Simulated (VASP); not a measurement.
# Co (Im-3m) in VASP: notebook

Runs on Co. Level: LDA. Tasks: single point.

All numbers are computed with VASP 6.6.1; they aren't measurements. Logs are shortened: lines on timing, memory, paths and dates and some standing lists are left out, and cuts for length are marked.

## Step 1: The cell of the first run

The structure is cubic, space group Im-3m (No. 229). The conventional cell has a = 2.696 Å, b = 2.696 Å, c = 2.696 Å, α = 90.00°, β = 90.00°, γ = 90.00°. Within 3.1 Å of Co (site symmetry m-3m) lie 14 Co at 2.33 to 2.70 Å.

This isn't the form of Co at room conditions, which is hcp.

## Step 2: Single point, LDA, collinear spin, ferromagnetic start (9.80 Å³/atom)

INCAR

```
PREC = Accurate ; ENCUT = 520
EDIFF = 1E-6 ; ISMEAR = -1
SIGMA = 0.05 ; LREAL = F
LASPH = T ; NELM = 150
ALGO = Normal ; ISIF = 2
LWAVE = F ; LCHARG = F
ISPIN = 2 ; MAGMOM = 1.683
LORBIT = 11 ; LMAXMIX = 4
NBANDS = 14
```

KPOINTS

```
Automatic mesh
0
Gamma
  18 18 18
```

POSCAR

```
Co
1.0
   -1.3480580383      1.3480580383      1.3480580383
    1.3480580383     -1.3480580383      1.3480580383
    1.3480580383      1.3480580383     -1.3480580383
Co
1
Direct
    0.0000000000      0.0000000000      0.0000000000
```

Potentials or basis: VASP PAW LDA potentials, release 64 (Co).

Command:

```sh
cat potpaw_LDA.64/Co/POTCAR > POTCAR
mpirun -np 1 vasp_std > vasp.out
```

OUTCAR:

```text
PREC = Accurate
   ENCUT = 520
   EDIFF = 1E-6
   ISMEAR = -1
   LREAL = F
   LASPH = T
   NELM = 150
   ISIF = 2
   ISPIN = 2
   LORBIT = 11

 ion  position               nearest neighbor table
   1  0.000  0.000  0.000-

  LATTYP: Found a body centered cubic cell.
 ALAT       =     2.6961160766

  Lattice vectors:

 A1 = (  -1.3480580383,   1.3480580383,   1.3480580383)
 A2 = (   1.3480580383,  -1.3480580383,   1.3480580383)
 A3 = (   1.3480580383,   1.3480580383,  -1.3480580383)

Analysis of symmetry for initial positions (statically):
=====================================================================
 Subroutine PRICEL returns:
 Original cell was already a primitive cell.

 Routine SETGRP: Setting up the symmetry group for a
 body centered cubic supercell.

 Subroutine GETGRP returns: Found 48 space group operations
 (whereof 48 operations were pure point group operations)
 out of a pool of 48 trial point group operations.

The static configuration has the point symmetry O_h .

Analysis of symmetry for dynamics (positions and initial velocities):
=====================================================================
 Subroutine PRICEL returns:
 Original cell was already a primitive cell.

 Routine SETGRP: Setting up the symmetry group for a
 body centered cubic supercell.

 Subroutine GETGRP returns: Found 48 space group operations
 (whereof 48 operations were pure point group operations)
 out of a pool of 48 trial point group operations.

The dynamic configuration has the point symmetry O_h .

Analysis of structural, dynamic, and magnetic symmetry:
=====================================================================
 Subroutine PRICEL returns:
 Original cell was already a primitive cell.

 Routine SETGRP: Setting up the symmetry group for a
 body centered cubic supercell.

 Subroutine GETGRP returns: Found 48 space group operations
 (whereof 48 operations were pure point group operations)
 out of a pool of 48 trial point group operations.

The overall configuration has the point symmetry O_h .

 Subroutine INISYM returns: Found 48 space group operations
 (whereof 48 operations are pure point group operations),
 and found     1 'primitive' translations

----------------------------------------------------------------------------------------

                                     Primitive cell

  volume of cell :       9.7991

  direct lattice vectors                    reciprocal lattice vectors
[... 123 lines left out ...]
 number of electron       8.9999993 magnetization       1.6086019

 Free energy of the ion-electron system (eV)
  ---------------------------------------------------
  ext. energy  EPLUGINS =         0.00000000
  ---------------------------------------------------
  free energy    TOTEN  =        -7.97423943 eV

  energy without entropy =       -7.96185107  energy(sigma->0) =       -7.96804525

 E-fermi :  11.7377     XC(G=0): -14.3471

 val. band max:       11.7345793057   @ k =  -0.3333   0.3333   0.1667
 cond. band min:      11.7383138846   @ k =   0.1667   0.1111   0.0556
 fundamental gap:      0.0037345789
 Fermi energy:        11.7377496617

 spin component 1

 k-point     1 :       0.0000    0.0000    0.0000
  band No.  band energies     occupation
      1       1.9113      1.00000
      2       8.6965      1.00000
      3       8.6965      1.00000
      4       8.6965      1.00000
      5      10.1922      1.00000
      6      10.1922      1.00000
      7      38.1833      0.00000
      8      38.1833      0.00000
      9      38.1833      0.00000
     10      44.3354      0.00000
     11      44.3354      0.00000
     12      47.0320      0.00000
     13      47.0320      0.00000
     14      47.0320      0.00000
[... 379 lines left out ...]
      3       9.4928      1.00000
      4      10.1798      1.00000
      5      10.7925      1.00000
      6      13.0925      0.00000
      7      20.2536      0.00000
      8      28.9407      0.00000
      9      32.5927      0.00000
     10      38.5240      0.00000
     11      43.8861      0.00000
     12      46.5814      0.00000
     13      48.3697      0.00000
     14      53.4043      0.00000

 [... further k-points ...]

 spin component 2

 k-point     1 :       0.0000    0.0000    0.0000
  band No.  band energies     occupation
      1       2.1501      1.00000
      2      10.0766      1.00000
      3      10.0766      1.00000
      4      10.0766      1.00000
      5      11.9532      0.01328
      6      11.9532      0.01328
      7      38.2875      0.00000
      8      38.2875      0.00000
      9      38.2875      0.00000
     10      44.6348      0.00000
     11      44.6348      0.00000
     12      47.6022      0.00000
     13      47.6022      0.00000
     14      47.6022      0.00000
[... 379 lines left out ...]
      3      10.4969      1.00000
      4      11.8396      0.11543
      5      12.4160      0.00000
      6      14.2088      0.00000
      7      21.1360      0.00000
      8      29.3624      0.00000
      9      32.9766      0.00000
     10      38.9723      0.00000
     11      44.4546      0.00000
     12      46.9429      0.00000
     13      51.7054      0.00000
     14      53.8880      0.00000

 [... further k-points ...]

------------------------ aborting loop because EDIFF is reached ----------------------------------------

  FORCE on cell =-STRESS in cart. coord.  units (eV):
  Direction    XX          YY          ZZ          XY          YZ          ZX
  --------------------------------------------------------------------------------------
  -------------------------------------------------------------------------------------
  Total        0.6497172      0.6497172      0.6497172     -0.0000000      0.0000000      0.0000000
  in kB      106.2304855    106.2304855    106.2304855     -0.0000000      0.0000000      0.0000000
  external PRESSURE =     106.2304855 kB  Pullay stress =       0.0000000 kB

 VOLUME and BASIS-vectors are now :
 -----------------------------------------------------------------------------
  energy-cutoff  :      520.00
  volume of cell :        9.80
      direct lattice vectors                 reciprocal lattice vectors
    -1.348058038  1.348058038  1.348058038     0.000000000  0.370903912  0.370903912
     1.348058038 -1.348058038  1.348058038     0.370903912  0.000000000  0.370903912
     1.348058038  1.348058038 -1.348058038     0.370903912  0.370903912  0.000000000

 POSITION                                       TOTAL-FORCE (eV/Angst)
 -----------------------------------------------------------------------------------
      0.00000      0.00000      0.00000        -0.000000      0.000000      0.000000
 -----------------------------------------------------------------------------------
    total drift:                                0.000000      0.000000      0.000000

  FREE ENERGIE OF THE ION-ELECTRON SYSTEM (eV)
  ---------------------------------------------------
  free  energy   TOTEN  =        -7.9742394324 eV

  energy  without entropy=       -7.9618510702  energy(sigma->0) =       -7.96804525

 total charge

# of ion       s       p       d       tot
------------------------------------------
    1        0.532   0.616   7.346   8.495

 magnetization (x)

# of ion       s       p       d       tot
------------------------------------------
    1       -0.004  -0.032   1.634   1.598
```

OSZICAR:

```text
N       E                     dE             d eps       ncg     rms          rms(c)
DAV:   1     0.267566756517E+02    0.26757E+02   -0.37797E+03 11414   0.793E+02
DAV:   2    -0.788386622085E+01   -0.34641E+02   -0.32390E+02 11952   0.151E+02
DAV:   3    -0.905182149813E+01   -0.11680E+01   -0.11579E+01 13572   0.287E+01
DAV:   4    -0.905865714262E+01   -0.68356E-02   -0.68341E-02 13500   0.207E+00
DAV:   5    -0.905873368351E+01   -0.76541E-04   -0.76539E-04 14164   0.206E-01    0.121E+01
DAV:   6    -0.811864611470E+01    0.94009E+00   -0.98789E+00 14754   0.378E+01    0.483E+00
DAV:   7    -0.799882735813E+01    0.11982E+00   -0.93468E-01 13048   0.110E+01    0.300E+00
DAV:   8    -0.798176642272E+01    0.17061E-01   -0.11043E-02 15378   0.801E-01    0.154E+00
DAV:   9    -0.797435789401E+01    0.74085E-02   -0.58452E-03 18396   0.496E-01    0.312E-01
DAV:  10    -0.797417409985E+01    0.18379E-03   -0.79173E-04 15752   0.234E-01    0.130E-01
DAV:  11    -0.797423748954E+01   -0.63390E-04   -0.42350E-05 14630   0.475E-02    0.240E-02
DAV:  12    -0.797423994863E+01   -0.24591E-05   -0.29462E-06 10712   0.161E-02    0.108E-02
DAV:  13    -0.797423943244E+01    0.51619E-06   -0.19662E-06  8894   0.105E-02
   1 F= -.79742394E+01 E0= -.79680453E+01  d E =-.123884E-01  mag=     1.6086
```

Run time: 35 s. Hardware: 1 thread of Intel Xeon Platinum 8488C (Sapphire Rapids), shared host; peak memory 0.15 GiB.

Results:

| Property | Result |
| --- | --- |
| Free energy | -7.9742 eV |
| Pressure | 10.6 GPa |
| Net moment | 1.61 μB per cell |
| Site moments | Co +1.60 μB |
| Valence electrons inside the program's atomic spheres | Co 8.49 |

Levels at points of the mesh, in eV from the Fermi level:
Spin up:
| k point | band 3 | band 4 | band 5 | band 6 | band 7 | band 8 |
| --- | --- | --- | --- | --- | --- | --- |
| (0.00, 0.00, 0.00) | -3.04 | -3.04 | -1.55 | -1.55 | 26.45 | 26.45 |
| (0.50, 0.00, 0.00) | -1.52 | -1.33 | -0.08 | -0.05 | 7.62 | 19.39 |
| (0.50, 0.50, 0.50) | -0.38 | -0.38 | -0.38 | 10.30 | 10.30 | 10.30 |
Spin down:
```tsv
k point	band 1	band 2	band 3	band 4	band 5	band 6	band 7	band 8	band 9
(0.00, 0.00, 0.00)	-9.59	-1.66	-1.66	-1.66	0.22	0.22	26.55	26.55	26.55
(0.50, 0.00, 0.00)	-4.97	-2.99	0.15	0.19	0.47	1.52	8.61	19.59	22.02
(0.50, 0.50, 0.50)	-4.55	-4.55	1.20	1.20	1.20	10.61	10.61	10.61	17.50
```

Caveat: the cell stands under pressure.

[end of part 1 of 2]
